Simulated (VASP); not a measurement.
TiAl: single point with PBEsol

Crystal: TiAl.

```xyz
2
Lattice="2.7339 0.0000 0.0000 -1.3670 2.3676 0.0000 0.0000 0.0000 4.8047" Properties=species:S:1:pos:R:3 pbc="T T T"
Ti    0.0000    0.0000    0.0000
Al    0.0000    1.5784    2.4024
```

This cell differs from its parent crystal: strain -0.040 along x and y, +0.040 along z.

- Program: VASP 6.6.1
- Task: single point
- Functional: PBEsol
- Potentials or basis: VASP PAW PBE potentials, release 64 (Ti_sv, Al)
- Cutoff: 520 eV
- k mesh: 24 × 24 × 14
- Occupations: gaussian, width 0.15 eV
- Spin: no spin polarisation

```json
{"Pressure": "4.6 GPa"}
```

Stress tensor (GPa, compression positive):
```
 9.44  0.00  0.00
 0.00  9.44  0.00
 0.00  0.00 -5.17
```

Levels at points of the mesh, in eV from the Fermi level:
```tsv
k point	band 5	band 6	band 7	band 8	band 9	band 10
(0.00, 0.00, 0.00)	-9.50	-2.74	-2.52	1.34	1.34	3.17
(0.50, 0.00, 0.00)	-3.84	-2.71	-1.84	-1.33	2.39	3.93
(0.00, 0.00, 0.50)	-8.73	-5.64	-0.97	1.35	1.35	3.12
(0.50, 0.00, 0.50)	-3.80	-2.61	-2.09	0.73	0.89	2.26
```

Run time: 3.5 min on 1 thread of Intel(R) Xeon(R) 6975P-C (Granite Rapids) (shared host), peak memory 0.32 GiB.

Caveat: the cell differs from its parent crystal (strain -0.040 along x and y, +0.040 along z); the PAW data sets were made with another functional, which shifts forces and pressure a little.
